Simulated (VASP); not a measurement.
# H14CO8 in VASP: further runs

The runs below take H14CO8 through single point, with PBE.

Program: VASP 6.6.1. These are calculated values, not measurements. Logs are shortened: lines on timing, memory, paths and dates and some standing lists are left out, and cuts for length are marked.

## Step 1: The cell of the first run

The cell holds an amorphous packing of atoms, 23 atoms: a = 6.240 Å, b = 6.240 Å, c = 6.240 Å, α = 90.00°, β = 90.00°, γ = 90.00°.

## Step 2: Single point, PBE

File INCAR:

```
SYSTEM = H14CO8
PREC = Accurate
ENCUT = 520
EDIFF = 1E-6
ISMEAR = -1
SIGMA = 0.05
LREAL = .FALSE.
LASPH = .TRUE.
NELM = 120
ALGO = Normal
ISIF = 2
LWAVE = .FALSE.
LCHARG = .FALSE.
GGA = PE
NBANDS = 50
GGA_COMPAT = .FALSE.
```

File KPOINTS:

```
Automatic mesh
0
G
  1 1 1
  0 0 0
```

File POSCAR:

```
H14CO8
1.0
    6.2402510000      0.0000000000      0.0000000000
    0.0000000000      6.2402510000      0.0000000000
    0.0000000000      0.0000000000      6.2402510000
O H C
8 14 1
Direct
    0.6401825824      0.2474579949      0.7160609405
    0.4241175555      0.8476261612      0.3067344567
   -0.0760706581      0.5231680585      0.9454267144
    0.7366530609      0.9230397944      0.9472054890
    0.3170385294      0.6854852473     -0.1619806639
    0.5739031972      0.4317294288      0.3154841047
    0.0402547910     -0.0516966385      0.4531868991
    0.1235847725      0.2510155441      0.2703737398
    0.5311805567      0.3071350816      0.8034452460
    0.7019589436      0.1216297229      0.7941347231
    0.5327189563      0.9368212913      0.3761547412
    0.4818556177      0.7015583187      0.2913023851
   -0.1439525429      0.4020511354      0.8665837320
   -0.0216016952      0.4694843204      1.0712710114
    0.8151114434      0.7898880991      0.9174150206
    0.6042385154      0.8741315053      1.0198467978
    0.2919273600      0.8432032622     -0.1442890679
    0.1835823591      0.6248306358     -0.1865309585
    0.4344857282      0.3617001944      0.2749408638
    0.5982451667      0.3891510133      0.4666318711
    0.1947998566     -0.0960378036      0.4095187838
   -0.1798004599      0.1655542381      0.3245382277
   -0.0078682732      0.1290492963      0.3409157741
```

Potentials or basis: VASP PAW PBE potentials, release 64 (O, H, C).

Started as:

```bash
> cat potpaw_PBE.64/O/POTCAR potpaw_PBE.64/H/POTCAR potpaw_PBE.64/C/POTCAR > POTCAR
> mpirun -np 1 vasp_gam > vasp.out
```

OUTCAR:

```text
SYSTEM = H14CO8
   PREC = Accurate
   ENCUT = 520
   EDIFF = 1E-6
   ISMEAR = -1
   LREAL = .FALSE.
   LASPH = .TRUE.
   NELM = 120
   ISIF = 2
   GGA = PE

 ion  position               nearest neighbor table
   1  0.640  0.247  0.716-   9 0.95  10 1.00
   2  0.424  0.848  0.307-  11 0.98  12 0.98
   3  0.924  0.523  0.945-  14 0.92  13 1.00
   4  0.737  0.923  0.947-  15 0.98  16 0.99
   5  0.317  0.685  0.838-  18 0.93  17 1.00
   6  0.574  0.432  0.315-  20 0.99  19 1.01
   7  0.040  0.948  0.453-  21 1.04  23 1.36
   8  0.124  0.251  0.270-  23 1.20
   9  0.531  0.307  0.803-   1 0.95
  10  0.702  0.122  0.794-   1 1.00
  11  0.533  0.937  0.376-   2 0.98
  12  0.482  0.702  0.291-   2 0.98
  13  0.856  0.402  0.867-   3 1.00
  14  0.978  0.469  0.071-   3 0.92
  15  0.815  0.790  0.917-   4 0.98
  16  0.604  0.874  0.020-   4 0.99
  17  0.292  0.843  0.856-   5 1.00
  18  0.184  0.625  0.813-   5 0.93
  19  0.434  0.362  0.275-   6 1.01
  20  0.598  0.389  0.467-   6 0.99
  21  0.195  0.904  0.410-   7 1.04
  22  0.820  0.166  0.325-  23 1.10
  23  0.992  0.129  0.341-  22 1.10   8 1.20   7 1.36

  LATTYP: Found a simple cubic cell.
 ALAT       =     6.2402510000

  Lattice vectors:

 A1 = (   6.2402510000,   0.0000000000,   0.0000000000)
 A2 = (   0.0000000000,   6.2402510000,   0.0000000000)
 A3 = (   0.0000000000,   0.0000000000,   6.2402510000)

Analysis of symmetry for initial positions (statically):
=====================================================================
 Subroutine PRICEL returns:
 Original cell was already a primitive cell.

 Routine SETGRP: Setting up the symmetry group for a
 simple cubic supercell.

 Subroutine GETGRP returns: Found  1 space group operations
 (whereof  1 operations were pure point group operations)
 out of a pool of 48 trial point group operations.

The static configuration has the point symmetry C_1 .

Analysis of symmetry for dynamics (positions and initial velocities):
=====================================================================
 Subroutine PRICEL returns:
 Original cell was already a primitive cell.

 Routine SETGRP: Setting up the symmetry group for a
 simple cubic supercell.

 Subroutine GETGRP returns: Found  1 space group operations
 (whereof  1 operations were pure point group operations)
 out of a pool of 48 trial point group operations.

The dynamic configuration has the point symmetry C_1 .

 Subroutine INISYM returns: Found  1 space group operations
 (whereof  1 operations are pure point group operations),
 and found     1 'primitive' translations

----------------------------------------------------------------------------------------

                                     Primitive cell

  volume of cell :     242.9999

  direct lattice vectors                    reciprocal lattice vectors
     6.240251000  0.000000000  0.000000000     0.160249964  0.000000000  0.000000000
     0.000000000  6.240251000  0.000000000     0.000000000  0.160249964  0.000000000
     0.000000000  0.000000000  6.240251000     0.000000000  0.000000000  0.160249964

  length of vectors
     6.240251000  6.240251000  6.240251000     0.160249964  0.160249964  0.160249964

  position of ions in fractional coordinates (direct lattice)
     0.640182582  0.247457995  0.716060941
     0.424117555  0.847626161  0.306734457
     0.923929342  0.523168058  0.945426714
     0.736653061  0.923039794  0.947205489
     0.317038529  0.685485247  0.838019336
     0.573903197  0.431729429  0.315484105
[... 15 lines left out ...]
     0.820199540  0.165554238  0.324538228
     0.992131727  0.129049296  0.340915774

  ion indices of the primitive-cell ions
   primitive index   ion index
                 1           1
                 2           2
                 3           3
                 4           4
                 5           5
                 6           6
[... 15 lines left out ...]
                22          22
                23          23

----------------------------------------------------------------------------------------

 KPOINTS: Automatic mesh

Automatic generation of k-mesh.
 Grid dimensions read from file:
 generate k-points for:    1    1    1

 Generating k-lattice:

  Cartesian coordinates                     Fractional coordinates (reciprocal lattice)
     0.160249964  0.000000000  0.000000000     1.000000000  0.000000000  0.000000000
     0.000000000  0.160249964  0.000000000     0.000000000  1.000000000  0.000000000
     0.000000000  0.000000000  0.160249964     0.000000000  0.000000000  1.000000000

  Length of vectors
     0.160249964  0.160249964  0.160249964

  Shift w.r.t. Gamma in fractional coordinates (k-lattice)
     0.000000000  0.000000000  0.000000000

 Subroutine IBZKPT returns following result:
 ===========================================

 Found      1 irreducible k-points:

 Following reciprocal coordinates:
            Coordinates               Weight
  0.000000  0.000000  0.000000      1.000000
   k-points           NKPTS =      1   k-points in BZ     NKDIM =      1   number of bands    NBANDS=     50
   number of dos      NEDOS =    301   number of ions     NIONS =     23
   total plane-waves  NPLWV = 110592
   dimension x,y,z NGX =    48 NGY =   48 NGZ =   48
   dimension x,y,z NGXF=    96 NGYF=   96 NGZF=   96
   ions per type =               8  14   1
   NGX,Y,Z   is equivalent  to a cutoff of  12.79, 12.79, 12.79 a.u.
   NGXF,Y,Z  is equivalent  to a cutoff of  25.58, 25.58, 25.58 a.u.
 SYSTEM =  H14CO8
   PREC   = accura    normal or accurate (medium, high low for compatibility)
   ISTART =      0    job   : 0-new  1-cont  2-samecut
   ICHARG =      2    charge: 1-file 2-atom 10-const
   ISPIN  =      1    spin polarized calculation?
   LNONCOLLINEAR =      F non collinear calculations
   LSORBIT =      F    spin-orbit coupling
   LASPH  =      T    aspherical Exc in radial PAW
   ENCUT  =  520.0 eV  38.22 Ry    6.18 a.u.  11.60 11.60 11.60*2*pi/ulx,y,z
   NELM   =    120;   NELMIN=  2; NELMDL= -5     # of ELM steps
   EDIFF  = 0.1E-05   stopping-criterion for ELM
   LREAL  =      F    real-space projection
   EDIFFG = 0.1E-04   stopping-criterion for IOM
   NSW    =      0    number of steps for IOM
   IBRION =     -1    ionic relax: 0-MD 1-quasi-New 2-CG
   NFREE  =      0    steps in history (QN), initial steepest desc. (CG)
   ISIF   =      2    stress and relaxation
   ISYM   =      2    0-nonsym 1-usesym 2-fastsym
   POTIM  = 0.5000    time-step for ionic-motion
   TEBEG  =    0.0;   TEEND  =   0.0 temperature during run
   PSTRESS=    0.0 pullay stress
   NELECT =      66.0000    total number of electrons
   NUPDOWN=      -1.0000    fix difference up-down
   EMIN   =  10.00;   EMAX   =-10.00  energy-range for DOS
   EFERMI =   0.00;   METHOD = LEGACY
   ISMEAR =    -1;   SIGMA  =   0.05  broadening in eV -4-tet -1-fermi 0-gaus
   EFERMI_NEDOS =   21; number of points for ismear=-14 and -15
   IALGO  =     38    algorithm
   IMIX   =      4    mixing-type and parameters
     AMIX     =   0.40;   BMIX     =  1.00
     AMIX_MAG =   1.60;   BMIX_MAG =  1.00
  volume/ion in A,a.u.               =      10.57        71.30
  Fermi-wavevector in a.u.,A,eV,Ry     =   1.060199  2.003486 15.293249  1.124022
  Thomas-Fermi vector in A             =   2.195572
   LORBIT       =      0    0 simple, 1 ext, 2 COOP (PROOUT), +10 PAW based schemes
   GGA     = PE    functional components
   LHFCALC =     F    Hartree Fock is set to
   AEXX    =    0.0000 exact exchange contribution
   IVDW    =     0    specifies the selected vdW correction
   LEPSILON=     F    determine dielectric tensor
   LRPA    =     F    only Hartree local field effects (RPA)
 non-spin polarized calculation
  energy-cutoff  :      520.00
  volume of cell :      243.00
 maximum number of plane-waves:      3310
 NGX is ok and might be reduce to    48
   NGX = 23   NGY = 23   NGZ = 23

 number of electron      65.9999997 magnetization

 Free energy of the ion-electron system (eV)
  ---------------------------------------------------
  ext. energy  EPLUGINS =         0.00000000
  ---------------------------------------------------
  free energy    TOTEN  =      -117.44804211 eV

  energy without entropy =     -117.44804211  energy(sigma->0) =     -117.44804211

 E-fermi :  -2.0937     XC(G=0):  -6.8482

 val. band max:       -3.3584074774   @ k =   0.0000   0.0000   0.0000
 cond. band min:       1.5092044309   @ k =   0.0000   0.0000   0.0000
 fundamental gap:      4.8676119083
 Fermi energy:        -2.0936610264

 k-point     1 :       0.0000    0.0000    0.0000
  band No.  band energies     occupation
      1     -24.3502      2.00000
      2     -22.5306      2.00000
      3     -22.4030      2.00000
      4     -22.0958      2.00000
      5     -22.0284      2.00000
      6     -21.7242      2.00000
[... 37 lines left out ...]
     44       7.2590      0.00000
     45       7.5726      0.00000
 [bands above 45 left out]

------------------------ aborting loop because EDIFF is reached ----------------------------------------

  FORCE on cell =-STRESS in cart. coord.  units (eV):
  Direction    XX          YY          ZZ          XY          YZ          ZX
  --------------------------------------------------------------------------------------
  -------------------------------------------------------------------------------------
  Total        3.8115244      0.4894691      2.8605050      1.3733156     -1.6453012     -0.4447329
  in kB       25.1306145      3.2272282     18.8602359      9.0547142    -10.8480035     -2.9322682
  external PRESSURE =      15.7393595 kB  Pullay stress =       0.0000000 kB

 VOLUME and BASIS-vectors are now :
 -----------------------------------------------------------------------------
  energy-cutoff  :      520.00
  volume of cell :      243.00
      direct lattice vectors                 reciprocal lattice vectors
     6.240251000  0.000000000  0.000000000     0.160249964  0.000000000  0.000000000
     0.000000000  6.240251000  0.000000000     0.000000000  0.160249964  0.000000000
     0.000000000  0.000000000  6.240251000     0.000000000  0.000000000  0.160249964

 POSITION                                       TOTAL-FORCE (eV/Angst)
 -----------------------------------------------------------------------------------
      3.99490      1.54420      4.46840         1.101375      0.109407     -1.062905
      2.64660      5.28940      1.91410        -0.130071      0.878883     -0.242792
      5.76555      3.26470      5.89970        -1.308887      0.793132     -3.498148
      4.59690      5.76000      5.91080        -0.404271      0.029966      0.402036
      1.97840      4.27760      5.22945         2.789914      2.421340      0.397823
      3.58130      2.69410      1.96870        -0.997200     -0.284343     -0.265033
[... 15 lines left out ...]
      5.11825      1.03310      2.02520        -0.249514     -0.252375      0.181191
      6.19115      0.80530      2.12740        -0.574396     -1.945823      1.590719
 -----------------------------------------------------------------------------------
    total drift:                                0.001789      0.001842     -0.000495

  FREE ENERGIE OF THE ION-ELECTRON SYSTEM (eV)
  ---------------------------------------------------
  free  energy   TOTEN  =      -117.4480421103 eV

  energy  without entropy=     -117.4480421103  energy(sigma->0) =     -117.44804211
```

Wall time 26 s (1 thread of Intel Xeon 6975P-C (Granite Rapids), shared host); peak memory 0.3 GiB.

Results:

| Quantity | Value |
| --- | --- |
| Free energy | -117.4480 eV |
| Pressure | 1.6 GPa |
| Largest force | 3.818 eV/Å |
| Band gap on the k mesh | 4.87 eV |

Forces on the atoms (eV/Å):
```
O    1.101  0.109 -1.063
O   -0.130  0.879 -0.243
O   -1.309  0.793 -3.498
O   -0.404  0.030  0.402
O    2.790  2.421  0.398
O   -0.997 -0.284 -0.265
O   -0.082  0.697 -1.009
O    1.536  1.412 -1.179
H   -0.963  0.555  0.845
H   -0.366 -0.560  0.190
H   -0.122 -0.378  0.038
H    0.259 -0.592  0.447
H   -0.011  0.626  0.262
H    1.264 -1.331  2.949
H    0.065 -0.374  0.077
H    0.489  0.192 -0.212
H    0.062 -1.487 -0.230
H   -2.763 -1.026 -0.176
H    0.853  0.408  0.479
H   -0.130 -0.021 -0.260
H   -0.318  0.128  0.275
H   -0.250 -0.252  0.181
C   -0.574 -1.946  1.591
```

Stress tensor (GPa, compression positive):
```
 2.51  0.91 -0.29
 0.91  0.32 -1.08
-0.29 -1.08  1.89
```

Caveat: the k points lie up to 1.01 Å⁻¹ apart.

## Step 3: Single point, PBE

File INCAR:

```
SYSTEM = H14CO8
PREC = Accurate
ENCUT = 520
EDIFF = 1E-6
ISMEAR = -1
SIGMA = 0.05
LREAL = .False.
LASPH = .True.
NELM = 120
ALGO = Normal
ISIF = 2
LWAVE = .False.
LCHARG = .True.
GGA = PE
LELF = .True.
LVHAR = .True.
NBANDS = 50
GGA_COMPAT = .False.
```

File KPOINTS:

```
Automatic mesh
0
Gamma
  1 1 1
  0 0 0
```

File POSCAR:

```
H14CO8
1.0
    6.2402510000      0.0000000000      0.0000000000
    0.0000000000      6.2402510000      0.0000000000
    0.0000000000      0.0000000000      6.2402510000
O H C
8 14 1
Direct
    0.6180039873      0.2664476156      0.7184166150
    0.4658786962      0.8666638570      0.3567324455
   -0.0869676556      0.5392731799      0.9310843426
    0.7285123627      0.9475420139      0.9924280289
    0.3624854193      0.5663073489     -0.1620928389
    0.4931211902      0.4426745014      0.3322622760
    0.0838267563     -0.0218420701      0.4270020549
    0.1077040010      0.2564960929      0.1931653070
    0.4992747888      0.3229998281      0.7882535494
    0.6629861523      0.1316293207      0.8004645967
    0.5597691503      0.9051238484      0.4810864178
    0.4707342701      0.7029845434      0.3721805421
   -0.1896077578      0.4378830275      0.8478825611
   -0.0349985922      0.4438924011      1.0343333946
    0.7878529245      0.7982371222      0.9640477603
    0.6139656882      0.9269979685      1.0943950812
    0.4064580095      0.6612073777     -0.2664956906
    0.2093665784      0.5584390756     -0.1832458342
    0.3639436939      0.3764592161      0.2627939165
    0.5252513080      0.3682223680      0.4691157455
    0.2396217716     -0.0553823877      0.3832217646
   -0.1482632670      0.1937422068      0.3709626424
    0.0114097975      0.1413084185      0.3230799530
```

Potentials or basis: VASP PAW PBE potentials, release 64 (O, H, C).

Started as:

```bash
> cat potpaw_PBE.64/O/POTCAR potpaw_PBE.64/H/POTCAR potpaw_PBE.64/C/POTCAR > POTCAR
> mpirun -np 1 vasp_gam > vasp.out
```

It took 32 s on 1 thread of Intel Xeon 6975P-C (Granite Rapids), shared host; peak memory 0.3 GiB.

Results (log left out):

```
Free energy            : -117.7046 eV
Pressure               : 2.2 GPa
Largest force          : 3.983 eV/Å
Band gap on the k mesh : 5.08 eV
```

Forces on the atoms (eV/Å):
```
O    3.042 -2.300 -1.149
O    0.976 -0.672  1.537
O   -2.002  0.482 -3.071
O    0.805 -0.729 -1.073
O   -0.643 -1.522  1.814
O   -0.338  0.110  0.011
O    0.139 -0.442  0.241
O    0.669 -0.267 -0.102
H   -2.457  1.432  1.559
H   -0.201  0.538 -0.129
H   -0.600  0.391 -0.927
H   -0.165 -0.028 -0.952
H    0.839  1.178  0.563
H    1.130 -1.427  2.180
H   -0.210  0.766  0.329
H   -0.492 -0.208  0.579
H    1.032  1.905 -1.911
H   -1.046 -0.048  0.317
H    0.616  0.187  0.533
H   -0.135 -0.140 -0.442
H    0.216 -0.243  0.164
H   -0.681 -0.298  0.144
C   -0.494  1.333 -0.213
```

Stress tensor (GPa, compression positive):
```
 3.62 -1.17 -2.45
-1.17  1.11 -1.78
-2.45 -1.78  1.78
```

Levels at points of the mesh, in eV from the valence-band top:
```csv
k point,band 30,band 31,band 32,band 33,band 34,band 35,band 36,band 37
"(0.00, 0.00, 0.00)",-0.37,-0.25,-0.14,0.00,5.08,5.48,7.77,8.60
```

Caveat: the k points lie up to 1.01 Å⁻¹ apart.

## Step 4: Single point, PBE

File INCAR:

```
SYSTEM = H14CO8
  PREC = Accurate
  ENCUT = 520
  EDIFF = 1E-6
  ISMEAR = -1
  SIGMA = 0.05
  LREAL = .FALSE.
  LASPH = .TRUE.
  NELM = 120
  ALGO = Normal
  ISIF = 2
  LWAVE = .FALSE.
  LCHARG = .FALSE.
  GGA = PE
  NBANDS = 50
  GGA_COMPAT = .FALSE.
```

File KPOINTS:

```
Automatic mesh
0
G
  1 1 1
  0 0 0
```

File POSCAR:

```
H14CO8
1.0
    6.2402510000      0.0000000000      0.0000000000
    0.0000000000      6.2402510000      0.0000000000
    0.0000000000      0.0000000000      6.2402510000
O H C
8 14 1
Direct
    0.6491886304      0.2238531751      0.7010935938
    0.5196906342      0.8622409579      0.4321300537
   -0.0997235528      0.5585672756      0.8814709537
    0.6992346942      0.9354751916      1.0251670966
    0.3197788038      0.5159728351     -0.1693040873
    0.4745802693      0.4649332214      0.3444893483
    0.0990985779      0.0152237466      0.4251591803
    0.1144985995      0.2713352396      0.1606185392
    0.5318536065      0.3190416539      0.7732221028
    0.6861422722      0.1167901740      0.8062335954
    0.5803452457      0.9217738197      0.5567885010
    0.4785063934      0.6997795441      0.4308801040
   -0.1699611121      0.4634428968      0.7641038798
   -0.0780417326      0.4661671462      0.9996713273
    0.7512678577      0.7877407495      0.9875243800
    0.6393973576      0.9100435223      1.1649691655
    0.3698248676      0.6569928037     -0.2213532757
    0.1629101137      0.5288088572     -0.1765313607
    0.3634469190      0.4031568602      0.2504867192
    0.5115499361      0.3352589503      0.4324185037
    0.2644765411      0.0008332998      0.4088777839
   -0.1663875379      0.1699931621      0.3100836809
    0.0132366471      0.1613076141      0.2958695091
```

Started as:

```bash
> cat potpaw_PBE.64/O/POTCAR potpaw_PBE.64/H/POTCAR potpaw_PBE.64/C/POTCAR > POTCAR
> mpirun -np 1 vasp_gam > vasp.out
```

Run time: 25 s. Hardware: 1 thread of Intel Xeon 6975P-C (Granite Rapids), shared host; peak memory 0.31 GiB.

It converged, with:

- Free energy: -117.4813 eV
- Pressure: -0.8 GPa
- Largest force: 3.176 eV/Å
- Band gap on the k mesh: 5.06 eV

Forces in eV/Å, atoms in the order of the input:
```
O   -1.459  2.206 -0.346
O   -1.708 -1.138 -1.799
O   -1.214  0.331 -2.916
O    0.670 -1.004 -1.082
O    1.108  0.760 -0.501
O    0.228 -1.664  0.298
O    0.722  0.540 -0.223
O   -0.920 -0.688  1.375
H    0.775 -1.126 -0.731
H    0.161 -0.739  1.235
H    0.633  0.380  1.508
H    0.777  1.032  0.119
H    0.642  0.746  1.669
H    0.368 -1.336  1.419
H    0.136  0.704 -0.230
H   -0.683  0.132  1.055
H   -0.210 -0.670  0.335
H   -0.244 -0.024  0.117
H   -0.218  0.387 -0.256
H    0.065  1.249 -0.169
H   -0.953 -0.235  0.034
H    0.814  0.002  0.158
C    0.513  0.153 -1.068
```

Stress tensor (GPa, compression positive):
```
-1.05  0.85  0.61
 0.85 -2.61 -0.71
 0.61 -0.71  1.22
```

Levels at points of the mesh, in eV from the valence-band top:
| k point | band 31 | band 32 | band 33 | band 34 | band 35 | band 36 |
| --- | --- | --- | --- | --- | --- | --- |
| (0.00, 0.00, 0.00) | -0.31 | -0.12 | 0.00 | 5.06 | 5.15 | 7.87 |

Caveat: the k points lie up to 1.01 Å⁻¹ apart.
